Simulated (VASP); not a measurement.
# SrClO (P6_3mc) in VASP: a series of runs

Runs on SrClO. Level: LDA. Tasks: single point.

All numbers are computed with VASP 6.6.1; they aren't measurements. Logs are shortened: lines on timing, memory, paths and dates and some standing lists are left out, and cuts for length are marked.

## Step 1: The cell of the first run

It takes space group P6_3mc (No. 186, hexagonal). Conventional cell: a = 4.272 Å, b = 4.272 Å, c = 9.651 Å, α = 90.00°, β = 90.00°, γ = 120.00°. Sr (site symmetry 3m) has 3 O at 2.51 Å and 4 Cl at 2.99 to 3.07 Å within 3.3 Å. Cl (site symmetry 3m) has 4 Sr at 2.99 to 3.07 Å and 6 O at 3.35 to 3.55 Å within 3.9 Å. Within 3.4 Å of O (site symmetry 3m) lie 3 Sr at 2.51 Å and 3 Cl at 3.35 Å.

## Step 2: Single point, LDA

The input, INCAR:

```
SYSTEM = SrClO
  PREC = Accurate
  ENCUT = 520
  EDIFF = 1E-7
  ISMEAR = 1
  SIGMA = 0.5
  LREAL = .FALSE.
  LASPH = .TRUE.
  NELM = 60
  ALGO = Normal
  ISIF = 2
  LWAVE = .FALSE.
  LCHARG = .FALSE.
  NBANDS = 32
  ISYM = 0
```

The input, KPOINTS:

```
Automatic mesh
0
Gamma
  5 5 2
  0.5 0.5 0.5
```

The input, POSCAR:

```
SrClO
1.0
    4.2724200000      0.0000000000      0.0000000000
   -2.1362100000      3.7000250000      0.0000000000
    0.0000000000      0.0000000000      9.6507370000
Sr Cl O
2 2 2
Direct
    0.3333333333      0.6666666667      0.9391280000
    0.6666666667      0.3333333333      0.4391280000
    0.3333333333      0.6666666667      0.2491500000
    0.6666666667      0.3333333333      0.7491500000
    0.0000000000      0.0000000000      0.4845330000
    0.0000000000      0.0000000000      0.9845330000
```

Potentials or basis: VASP PAW LDA potentials, release 64 (Sr_sv, Cl, O).

Command:

```bash
> cat potpaw_LDA.64/Sr_sv/POTCAR potpaw_LDA.64/Cl/POTCAR potpaw_LDA.64/O/POTCAR > POTCAR
> mpirun -np 1 vasp_std > vasp.out
```

OUTCAR:

```text
SYSTEM = SrClO
   PREC = Accurate
   ENCUT = 520
   EDIFF = 1E-7
   ISMEAR = 1
   LREAL = .FALSE.
   LASPH = .TRUE.
   NELM = 60
   ISIF = 2
   ISYM = 0

 ion  position               nearest neighbor table
   1  0.333  0.667  0.939-   6 2.51   6 2.51   6 2.51   3 2.99   4 3.07   4 3.07   4 3.07
   2  0.667  0.333  0.439-   5 2.51   5 2.51   5 2.51   4 2.99   3 3.07   3 3.07   3 3.07
   3  0.333  0.667  0.249-   1 2.99   2 3.07   2 3.07   2 3.07
   4  0.667  0.333  0.749-   2 2.99   1 3.07   1 3.07   1 3.07
   5  0.000  0.000  0.485-   2 2.51   2 2.51   2 2.51
   6  0.000  0.000  0.985-   1 2.51   1 2.51   1 2.51

IMPORTANT INFORMATION: All symmetrisations will be switched off!
NOSYMM: (Re-)initialisation of all symmetry stuff for point group C_1.

----------------------------------------------------------------------------------------

                                     Primitive cell

  volume of cell :     152.5594

  direct lattice vectors                    reciprocal lattice vectors
     4.272420000  0.000000000  0.000000000     0.234059386  0.135134222  0.000000000
    -2.136210000  3.700025000  0.000000000     0.000000000  0.270268444  0.000000000
     0.000000000  0.000000000  9.650737000     0.000000000  0.000000000  0.103619029

  length of vectors
     4.272420000  4.272420645  9.650737000     0.270268485  0.270268444  0.103619029

  position of ions in fractional coordinates (direct lattice)
     0.333333333  0.666666667  0.939128000
     0.666666667  0.333333333  0.439128000
     0.333333333  0.666666667  0.249150000
     0.666666667  0.333333333  0.749150000
     0.000000000  0.000000000  0.484533000
     0.000000000  0.000000000  0.984533000

  ion indices of the primitive-cell ions
   primitive index   ion index
                 1           1
                 2           2
                 3           3
                 4           4
                 5           5
                 6           6

----------------------------------------------------------------------------------------

 KPOINTS: Automatic mesh

Automatic generation of k-mesh.
 Grid dimensions read from file:
 generate k-points for:    5    5    2

 Generating k-lattice:

  Cartesian coordinates                     Fractional coordinates (reciprocal lattice)
     0.046811877  0.027026844  0.000000000     0.200000000  0.000000000  0.000000000
     0.000000000  0.054053689  0.000000000     0.000000000  0.200000000  0.000000000
     0.000000000  0.000000000  0.051809515     0.000000000  0.000000000  0.500000000

  Length of vectors
     0.054053697  0.054053689  0.051809515

  Shift w.r.t. Gamma in fractional coordinates (k-lattice)
     0.500000000  0.500000000  0.500000000

 Subroutine IBZKPT returns following result:
 ===========================================

 Found     75 irreducible k-points:

 Following reciprocal coordinates:
            Coordinates               Weight
  0.100000  0.100000  0.250000      2.000000
 -0.100000  0.200000  0.250000      2.000000
 -0.200000  0.100000  0.250000      2.000000
 -0.100000 -0.100000  0.250000      2.000000
  0.100000 -0.200000  0.250000      2.000000
  0.200000 -0.100000  0.250000      2.000000
[... 16 lines left out ...]
  0.100000  0.400000  0.250000      2.000000
 -0.400000  0.500000  0.250000      2.000000
 [... further k-points ...]
   k-points           NKPTS =     75   k-points in BZ     NKDIM =     75   number of bands    NBANDS=     32
   number of dos      NEDOS =    301   number of ions     NIONS =      6
   total plane-waves  NPLWV =  73728
   dimension x,y,z NGX =    32 NGY =   32 NGZ =   72
   dimension x,y,z NGXF=    64 NGYF=   64 NGZF=  144
   ions per type =               2   2   2
   NGX,Y,Z   is equivalent  to a cutoff of  12.45, 12.45, 12.40 a.u.
   NGXF,Y,Z  is equivalent  to a cutoff of  24.90, 24.90, 24.81 a.u.
 SYSTEM =  SrClO
   PREC   = accura    normal or accurate (medium, high low for compatibility)
   ISTART =      0    job   : 0-new  1-cont  2-samecut
   ICHARG =      2    charge: 1-file 2-atom 10-const
   ISPIN  =      1    spin polarized calculation?
   LNONCOLLINEAR =      F non collinear calculations
   LSORBIT =      F    spin-orbit coupling
   LASPH  =      T    aspherical Exc in radial PAW
   ENCUT  =  520.0 eV  38.22 Ry    6.18 a.u.   7.94  7.94 17.94*2*pi/ulx,y,z
   NELM   =     60;   NELMIN=  2; NELMDL= -5     # of ELM steps
   EDIFF  = 0.1E-06   stopping-criterion for ELM
   LREAL  =      F    real-space projection
   EDIFFG = 0.1E-05   stopping-criterion for IOM
   NSW    =      0    number of steps for IOM
   IBRION =     -1    ionic relax: 0-MD 1-quasi-New 2-CG
   NFREE  =      0    steps in history (QN), initial steepest desc. (CG)
   ISIF   =      2    stress and relaxation
   ISYM   =      0    0-nonsym 1-usesym 2-fastsym
   POTIM  = 0.5000    time-step for ionic-motion
   TEBEG  =    0.0;   TEEND  =   0.0 temperature during run
   PSTRESS=    0.0 pullay stress
   NELECT =      46.0000    total number of electrons
   NUPDOWN=      -1.0000    fix difference up-down
   EMIN   =  10.00;   EMAX   =-10.00  energy-range for DOS
   EFERMI =   0.00;   METHOD = LEGACY
   ISMEAR =     1;   SIGMA  =   0.50  broadening in eV -4-tet -1-fermi 0-gaus
   EFERMI_NEDOS =   21; number of points for ismear=-14 and -15
   IALGO  =     38    algorithm
   IMIX   =      4    mixing-type and parameters
     AMIX     =   0.40;   BMIX     =  1.00
     AMIX_MAG =   1.60;   BMIX_MAG =  1.00
  volume/ion in A,a.u.               =      25.43       171.59
  Fermi-wavevector in a.u.,A,eV,Ry     =   1.097778  2.074499 16.396598  1.205116
  Thomas-Fermi vector in A             =   2.234144
   LORBIT       =      0    0 simple, 1 ext, 2 COOP (PROOUT), +10 PAW based schemes
   GGA     = CA    functional components
   LHFCALC =     F    Hartree Fock is set to
   AEXX    =    0.0000 exact exchange contribution
   IVDW    =     0    specifies the selected vdW correction
   LEPSILON=     F    determine dielectric tensor
   LRPA    =     F    only Hartree local field effects (RPA)
 non-spin polarized calculation
 Methfessel and Paxton  Order N= 1 SIGMA  =   0.50
  energy-cutoff  :      520.00
  volume of cell :      152.56
 maximum number of plane-waves:      4129
   NGX = 15   NGY = 15   NGZ = 35

 number of electron      46.0000002 magnetization

 Free energy of the ion-electron system (eV)
  ---------------------------------------------------
  ext. energy  EPLUGINS =         0.00000000
  ---------------------------------------------------
  free energy    TOTEN  =       -29.74138024 eV

  energy without entropy =      -29.50695089  energy(sigma->0) =      -29.66323712

 E-fermi :  -1.0672     XC(G=0):  -8.6707

 val. band max:       -1.0836914419   @ k =  -0.1000  -0.4000   0.2500
 cond. band min:      -1.0439028700   @ k =  -0.2000   0.1000   0.2500
 fundamental gap:      0.0397885719
 Fermi energy:        -1.0672277453

 k-point     1 :       0.1000    0.1000    0.2500
  band No.  band energies     occupation
      1     -32.9802      2.00000
      2     -32.9796      2.00000
      3     -16.1422      2.00000
      4     -16.1276      2.00000
      5     -15.5004      2.00000
      6     -15.2845      2.00000
[... 24 lines left out ...]
     31       6.7733     -0.00000
     32       6.7981     -0.00000

 k-point     2 :      -0.1000    0.2000    0.2500
  band No.  band energies     occupation
      1     -32.9802      2.00000
      2     -32.9796      2.00000
      3     -16.1422      2.00000
      4     -16.1276      2.00000
      5     -15.5004      2.00000
      6     -15.2845      2.00000
[... 24 lines left out ...]
     31       6.7733     -0.00000
     32       6.7981     -0.00000

 k-point     3 :      -0.2000    0.1000    0.2500
  band No.  band energies     occupation
      1     -32.9802      2.00000
      2     -32.9796      2.00000
      3     -16.1422      2.00000
      4     -16.1276      2.00000
      5     -15.5004      2.00000
      6     -15.2845      2.00000
[... 24 lines left out ...]
     31       6.7733     -0.00000
     32       6.7981     -0.00000

 k-point     4 :      -0.1000   -0.1000    0.2500
  band No.  band energies     occupation
      1     -32.9802      2.00000
      2     -32.9796      2.00000
      3     -16.1422      2.00000
      4     -16.1276      2.00000
      5     -15.5004      2.00000
      6     -15.2845      2.00000
[... 24 lines left out ...]
     31       6.7733     -0.00000
     32       6.7981     -0.00000

 k-point     5 :       0.1000   -0.2000    0.2500
  band No.  band energies     occupation
      1     -32.9802      2.00000
      2     -32.9796      2.00000
      3     -16.1422      2.00000
      4     -16.1276      2.00000
      5     -15.5004      2.00000
      6     -15.2845      2.00000
[... 584 lines left out ...]
     31       7.2632     -0.00000
     32       7.3226     -0.00000

 k-point    22 :       0.5000   -0.1000    0.2500
  band No.  band energies     occupation
      1     -32.9673      2.00000
      2     -32.9671      2.00000
      3     -16.6369      2.00000
      4     -16.6259      2.00000
      5     -15.3398      2.00000
      6     -15.2566      2.00000
[... 24 lines left out ...]
     31       7.2632     -0.00000
     32       7.3226     -0.00000

 k-point    23 :       0.1000    0.4000    0.2500
  band No.  band energies     occupation
      1     -32.9673      2.00000
      2     -32.9671      2.00000
      3     -16.6369      2.00000
      4     -16.6259      2.00000
      5     -15.3398      2.00000
      6     -15.2566      2.00000
[... 24 lines left out ...]
     31       7.2632     -0.00000
     32       7.3226     -0.00000

 k-point    24 :      -0.4000    0.5000    0.2500
  band No.  band energies     occupation
      1     -32.9673      2.00000
      2     -32.9671      2.00000
      3     -16.6369      2.00000
      4     -16.6259      2.00000
      5     -15.3398      2.00000
      6     -15.2566      2.00000
[... 24 lines left out ...]
     31       7.2632     -0.00000
     32       7.3226     -0.00000

 [... further k-points ...]
[... 5 lines left out ...]
  --------------------------------------------------------------------------------------
  -------------------------------------------------------------------------------------
  Total       -5.4191510     -5.4191697     -3.4826398     -0.0000094     -0.0000001      0.0000001
  in kB      -56.9118567    -56.9120534    -36.5746407     -0.0000985     -0.0000006      0.0000010
  external PRESSURE =     -50.1328503 kB  Pullay stress =       0.0000000 kB

 VOLUME and BASIS-vectors are now :
 -----------------------------------------------------------------------------
  energy-cutoff  :      520.00
  volume of cell :      152.56
      direct lattice vectors                 reciprocal lattice vectors
     4.272420000  0.000000000  0.000000000     0.234059386  0.135134222  0.000000000
    -2.136210000  3.700025000  0.000000000     0.000000000  0.270268444  0.000000000
     0.000000000  0.000000000  9.650737000     0.000000000  0.000000000  0.103619029

 POSITION                                       TOTAL-FORCE (eV/Angst)
 -----------------------------------------------------------------------------------
     -0.00000      2.46668      9.06328        -0.000000     -0.000000      0.164402
      2.13621      1.23334      4.23791         0.000000      0.000000      0.164481
     -0.00000      2.46668      2.40448        -0.000000      0.000000      0.094036
      2.13621      1.23334      7.22985         0.000000     -0.000000      0.094047
      0.00000      0.00000      4.67610        -0.000000     -0.000000     -0.258494
      0.00000      0.00000      9.50147         0.000000      0.000000     -0.258471
 -----------------------------------------------------------------------------------
    total drift:                                0.000000     -0.000000     -0.000399

  FREE ENERGIE OF THE ION-ELECTRON SYSTEM (eV)
  ---------------------------------------------------
  free  energy   TOTEN  =       -29.7413802387 eV

  energy  without entropy=      -29.5069508929  energy(sigma->0) =      -29.66323712
```

Wall time 12 min (1 thread of Oxide Virtual Turin-like, shared host); peak memory 0.39 GiB.

Results:

```yaml
Free_energy: -29.7414 eV
Pressure: -5.0 GPa
Largest_force: 0.258 eV/Å
Band_gap_on_the_k_mesh: 0.02 eV (least direct gap 0.03 eV)
```

Forces in eV/Å, atoms in the order of the input:
```
Sr   0.000  0.000  0.164
Sr   0.000  0.000  0.164
Cl   0.000  0.000  0.094
Cl   0.000  0.000  0.094
O    0.000  0.000 -0.258
O    0.000  0.000 -0.258
```

Stress tensor (GPa, compression positive):
```
-5.69  0.00  0.00
 0.00 -5.69  0.00
 0.00  0.00 -3.66
```

Levels at points of the mesh, in eV from the valence-band top:
| k point | band 21 | band 22 | band 23 | band 24 | band 25 | band 26 |
| --- | --- | --- | --- | --- | --- | --- |
| (0.10, 0.10, 0.25) | -0.35 | -0.22 | -0.05 | 0.09 | 5.74 | 6.19 |

Caveat: the cell stands under tension; the smearing spreads over this small gap; a shifted mesh leaves out Γ, where band edges can lie. A k mesh can miss the band edges.

## Step 3: Single point, LDA

The input, INCAR:

```
SYSTEM = SrClO
PREC     = Accurate       ! precision mode
ENCUT    = 520            ! plane-wave cutoff, eV
EDIFF    = 1E-6           ! SCF threshold, eV
ISMEAR   = 1              ! smearing method
SIGMA    = 0.3            ! smearing width, eV
LREAL    = .False.        ! projectors in reciprocal space
LASPH    = .True.         ! aspherical terms in the spheres
NELM     = 60             ! most SCF steps
ALGO     = Normal         ! electronic algorithm
ISIF     = 2              ! what is computed and relaxed
LWAVE    = .False.        ! write WAVECAR
LCHARG   = .False.        ! write CHGCAR
GGA      = CA             ! functional
NBANDS   = 32             ! bands
ISYM     = 0
```

KPOINTS is that of step 2.

POSCAR is that of step 2.

Potentials or basis: VASP PAW LDA potentials, release 64 (Sr_sv, Cl, O).

Command:

```bash
> cat potpaw_LDA.64/Sr_sv/POTCAR potpaw_LDA.64/Cl/POTCAR potpaw_LDA.64/O/POTCAR > POTCAR
> mpirun -np 1 vasp_std > vasp.out
```

Run time: 11 min. Hardware: 1 thread of Oxide Virtual Turin-like, shared host; peak memory 0.39 GiB.

It converged, with:

```
Free energy            : -29.6614 eV
Pressure               : -5.1 GPa
Largest force          : 0.265 eV/Å
Band gap on the k mesh : 0.02 eV (least direct gap 0.03 eV)
```

Forces in eV/Å, atoms in the order of the input:
```
Sr   0.000  0.000  0.185
Sr   0.000  0.000  0.185
Cl   0.000  0.000  0.079
Cl   0.000  0.000  0.080
O    0.000  0.000 -0.265
O    0.000  0.000 -0.265
```

Stress tensor (GPa, compression positive):
```
-5.79  0.00  0.00
 0.00 -5.79  0.00
 0.00  0.00 -3.69
```

Levels at points of the mesh, in eV from the valence-band top:
```tsv
k point	band 21	band 22	band 23	band 24	band 25	band 26
(0.10, 0.10, 0.25)	-0.32	-0.20	-0.05	0.08	5.75	6.20
```

Caveat: the cell stands under tension; the smearing spreads over this small gap; a shifted mesh leaves out Γ, where band edges can lie.
